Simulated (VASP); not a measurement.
A run of VASP 6.6.1:

The input INCAR:

```
SYSTEM = C
ALGO     = Normal         ! electronic algorithm
EDIFF    = 1E-6           ! SCF threshold, eV
ENCUT    = 600            ! plane-wave cutoff, eV
GGA      = PE             ! functional
GGA_COMPAT= .False.      
ISIF     = 2              ! what is computed and relaxed
ISMEAR   = -1             ! smearing method
LASPH    = .True.         ! aspherical terms in the spheres
LCHARG   = .False.        ! write CHGCAR
LREAL    = Auto         
LWAVE    = .False.        ! write WAVECAR
NBANDS   = 86             ! bands
NELM     = 120            ! most SCF steps
PREC     = Accurate       ! precision mode
SIGMA    = 0.01           ! smearing width, eV
```

The input KPOINTS:

```
k-points
0
Gamma
  1 1 1
  0 0 0
```

File POSCAR:

```
C
1.0
   -3.5716218700      3.5716218700      3.5716218700
    3.5716218700     -3.5716218700      3.5716218700
    3.5716218700      3.5716218700     -3.5716218700
C
32
Direct
    0.0000000000      0.0000000000      0.0000000000
    0.0000000000      0.2500000000      0.7500000000
    0.0000000000      0.5000000000      0.5000000000
    0.0000000000      0.7500000000      0.2500000000
    0.2500000000      0.0000000000      0.7500000000
    0.2500000000      0.2500000000      0.5000000000
    0.2500000000      0.5000000000      0.2500000000
    0.2500000000      0.7500000000      0.0000000000
    0.5000000000      0.0000000000      0.5000000000
    0.5000000000      0.2500000000      0.2500000000
    0.5000000000      0.5000000000      0.0000000000
    0.5000000000      0.7500000000      0.7500000000
    0.7500000000      0.0000000000      0.2500000000
    0.7500000000      0.2500000000      0.0000000000
    0.7500000000      0.5000000000      0.7500000000
    0.7500000000      0.7500000000      0.5000000000
    0.0000000000      0.0000000000      0.7500000000
    0.0000000000      0.2500000000      0.5000000000
    0.0000000000      0.5000000000      0.2500000000
    0.0000000000      0.7500000000      0.0000000000
    0.2500000000      0.0000000000      0.5000000000
    0.2500000000      0.2500000000      0.2500000000
    0.2500000000      0.5000000000      0.0000000000
    0.2500000000      0.7500000000      0.7500000000
    0.5000000000      0.0000000000      0.2500000000
    0.5000000000      0.2500000000      0.0000000000
    0.5000000000      0.5000000000      0.7500000000
    0.5000000000      0.7500000000      0.5000000000
    0.7500000000      0.0000000000      0.0000000000
    0.7500000000      0.2500000000      0.7500000000
    0.7500000000      0.5000000000      0.5000000000
    0.7500000000      0.7500000000      0.2500000000
```

Potentials or basis: VASP PAW PBE potentials, release 64 (C).

Command:

```bash
$ cat potpaw_PBE.64/C/POTCAR > POTCAR
$ mpirun -np 1 vasp_gam > vasp.out
```

Hardware: 1 thread of Intel(R) Xeon(R) Platinum 8559C (Emerald Rapids) (shared host).

Estimate the wall time of this run.

It took 32 s on 1 thread of Intel(R) Xeon(R) Platinum 8559C (Emerald Rapids), on a shared host, peak memory 0.31 GiB. Counts: scf iterations 12, k points 1.
